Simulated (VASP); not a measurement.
# Ca (Im-3m) in VASP: further runs, part 2 of 2

VASP 6.6.1. Earlier steps stand in the parts before.

### 3 Electric field gradients, PBE

This run uses another cell than the first one, of 44.96 Å³/atom.

INCAR

```
SYSTEM = Ca
PREC     = Accurate       ! precision mode
ENCUT    = 520            ! plane-wave cutoff, eV
EDIFF    = 1E-8           ! SCF threshold, eV
ISMEAR   = -1             ! smearing method
SIGMA    = 0.05           ! smearing width, eV
LREAL    = .False.        ! projectors in reciprocal space
LASPH    = .True.         ! aspherical terms in the spheres
NELM     = 60             ! most SCF steps
ALGO     = Normal         ! electronic algorithm
ISIF     = 2              ! what is computed and relaxed
LWAVE    = .False.        ! write WAVECAR
LCHARG   = .False.        ! write CHGCAR
GGA      = PE             ! functional
LEFG     = .True.       
NBANDS   = 11             ! bands
```

KPOINTS

```
Automatic mesh
0
Gamma
  10 10 10
  0 0 0
```

POSCAR

```
Ca
1.0
   -2.2400000000      2.2400000000      2.2400000000
    2.2400000000     -2.2400000000      2.2400000000
    2.2400000000      2.2400000000     -2.2400000000
Ca
1
Direct
    0.0000000000      0.0000000000      0.0000000000
```

Potentials or basis: VASP PAW PBE potentials, release 64 (Ca_sv).

Started as:

```
$ cat potpaw_PBE.64/Ca_sv/POTCAR > POTCAR
$ mpirun -np 1 vasp_std > vasp.out
```

OUTCAR:

```text
SYSTEM = Ca
   PREC = Accurate
   ENCUT = 520
   EDIFF = 1E-8
   ISMEAR = -1
   LREAL = .False.
   LASPH = .True.
   NELM = 60
   ISIF = 2
   GGA = PE

 ion  position               nearest neighbor table
   1  0.000  0.000  0.000-

  LATTYP: Found a body centered cubic cell.
 ALAT       =     4.4800000000

  Lattice vectors:

 A1 = (  -2.2400000000,   2.2400000000,   2.2400000000)
 A2 = (   2.2400000000,  -2.2400000000,   2.2400000000)
 A3 = (   2.2400000000,   2.2400000000,  -2.2400000000)

[... 540 lines left out ...]
    total drift:                               -0.000000     -0.000000      0.000000

  FREE ENERGIE OF THE ION-ELECTRON SYSTEM (eV)
  ---------------------------------------------------
  free  energy   TOTEN  =        -1.9127926480 eV

  energy  without entropy=       -1.8996155772  energy(sigma->0) =       -1.90620411

 Electric field gradients (V/A^2)
---------------------------------------------------------------------
 ion       V_xx      V_yy      V_zz      V_xy      V_xz      V_yz
---------------------------------------------------------------------
   1       0.000    -0.000    -0.000     0.001     0.001     0.001
---------------------------------------------------------------------

 Electric field gradients after diagonalization (V/A^2)
 (convention: |V_zz| > |V_xx| > |V_yy|)
----------------------------------------------------------------------
 ion       V_xx      V_yy      V_zz     asymmetry (V_yy - V_xx)/ V_zz
----------------------------------------------------------------------
   1      -0.001    -0.001     0.001       0.000
----------------------------------------------------------------------

           NMR quadrupolar parameters

 Cq : quadrupolar parameter    Cq=e*Q*V_zz/h
 eta: asymmetry parameters     (V_yy - V_xx)/ V_zz
 Q  : nuclear electric quadrupole moment in mb (millibarn)
----------------------------------------------------------------------
 ion       Cq(MHz)       eta       Q (mb)
----------------------------------------------------------------------
   1       0.000       0.000       1.000
----------------------------------------------------------------------
```

OSZICAR:

```text
N       E                     dE             d eps       ncg     rms          rms(c)
DAV:   1     0.687747187860E+02    0.68775E+02   -0.49794E+03  1034   0.815E+02
DAV:   2    -0.395971493857E+00   -0.69171E+02   -0.68489E+02  1133   0.209E+02
DAV:   3    -0.183042170434E+01   -0.14345E+01   -0.14137E+01  1550   0.305E+01
DAV:   4    -0.191654883354E+01   -0.86127E-01   -0.85834E-01  1362   0.559E+00
DAV:   5    -0.191728131093E+01   -0.73248E-03   -0.73240E-03  1410   0.541E-01    0.225E+00
DAV:   6    -0.191319633930E+01    0.40850E-02   -0.10454E-02  1246   0.111E+00    0.138E+00
DAV:   7    -0.191316228521E+01    0.34054E-04   -0.16867E-02  1125   0.149E+00    0.983E-02
DAV:   8    -0.191277025045E+01    0.39203E-03   -0.17366E-03  1197   0.404E-01    0.212E-02
DAV:   9    -0.191279101650E+01   -0.20766E-04   -0.98209E-05  1361   0.815E-02    0.768E-03
DAV:  10    -0.191279335552E+01   -0.23390E-05   -0.80232E-06  1535   0.222E-02    0.868E-04
DAV:  11    -0.191279256509E+01    0.79042E-06   -0.38447E-07  1777   0.471E-03    0.400E-04
DAV:  12    -0.191279265786E+01   -0.92762E-07   -0.25601E-08  1486   0.149E-03    0.132E-04
DAV:  13    -0.191279264799E+01    0.98649E-08   -0.16466E-09   766   0.412E-04
   1 F= -.19127926E+01 E0= -.19062041E+01  d E =-.131771E-01
```

stdout:

```text
POSCAR found type information on POSCAR Ca
 POSCAR found :  1 types and       1 ions
 scaLAPACK will be used
 LDA part: xc-table for (Slater+PW92), standard interpolation
 POSCAR, INCAR and KPOINTS ok, starting setup
 FFT: planning ... GRIDC
 FFT: planning ... GRID_SOFT
 FFT: planning ... GRID
 WAVECAR not read
 entering main loop
ion   1
```

Wall time 35 s (1 thread of Intel Xeon 8259CL, shared host); peak memory 0.18 GiB.

Results:

* Free energy: -1.9128 eV
* Pressure: -1.0 GPa
* Band gap on the k mesh: zero (bands 5 and 6 overlap by 0.28 eV)
* Largest electric field gradient by atom: under 0.05 V/Å² on every atom
